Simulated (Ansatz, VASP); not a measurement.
**Al4FeCo3: VASP beside Ansatz**

```
Al Fe Co
1.0
     5.70847    0.00000    0.00000
     0.00000    5.70847    0.00000
     0.00000    0.00000    2.85748
Al Fe Co
4 1 3
Cartesian
  4.2671 4.2671 0.0000
  4.2671 1.4414 0.0000
  1.4414 4.2671 0.0000
  1.4414 1.4414 0.0000
  2.8542 2.8542 1.4287
  2.8542 0.0000 1.4287
  0.0000 2.8542 1.4287
  0.0000 0.0000 1.4287
```

Alike in both runs: task single point; functional PBE; k mesh 4 × 4 × 6; occupations gaussian, width 0.1 eV; no spin polarisation.

|  | VASP | Ansatz |
| --- | --- | --- |
| version | VASP 6.6.1 | Ansatz 0.2.0 |
| potentials or method | VASP PAW PBE potentials, release 64 (Al, Fe, Co), cutoff 520 eV | scalar-relativistic, plane waves, PAW |
| valence electrons in the cell | 47 | 79 |

```tsv
	VASP	Ansatz	Ansatz less VASP
gap on the k mesh at the Fermi level (eV)	none	none	-
pressure (GPa)	-0.2	-0.1	+0.05
traceless stress, the component that is largest in VASP (GPa)	-0.35	-0.36	-0.009
rms of the force components (eV/Å)	0.007	0.010	+0.0030
```

Atom by atom the forces differ by 0.003 eV/Å (rms over components). A gap of «none» marks a metal or a gap that the smearing closes. The functional is the same, so the differences come from potentials, cutoffs and numerics. VASP's potentials hold 47 valence electrons a cell and Ansatz's 79, so a difference there can come from the potentials and not from the codes.

The k mesh is coarse, so the values compare programs but aren't converged.
